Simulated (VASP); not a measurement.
A run of VASP 6.6.1 is set up as follows.

The input INCAR:

```
SYSTEM = Na
ALGO = Normal
EDIFF = 1E-6
ENCUT = 520
GGA = PE
ISIF = 2
ISMEAR = -1
LASPH = .TRUE.
LCHARG = .FALSE.
LREAL = .FALSE.
LWAVE = .FALSE.
NBANDS = 10
NELM = 80
PREC = Accurate
SIGMA = 0.06122561905347299
```

The input KPOINTS:

```
k-points
0
G
  32 32 32
  0 0 0
```

File POSCAR:

```
Na
1.0
    3.3669357865      0.0000000000      0.0000000000
    0.0000000000      3.3669357865      0.0000000000
    0.0000000000      0.0000000000      3.3669357865
Na
1
Direct
    0.0000000000      0.0000000000      0.0000000000
```

Potentials or basis: VASP PAW PBE potentials, release 64 (Na_pv).

Command:

```console
$ cat potpaw_PBE.64/Na_pv/POTCAR > POTCAR
$ mpirun -np 1 vasp_std > vasp.out
```

Problem. Estimate the band gap on the k mesh.

Solution. Zero (an odd number of electrons rules out a gap without spin polarisation).

Problem. What does it give for the pressure?

Solution. 0.3 GPa.
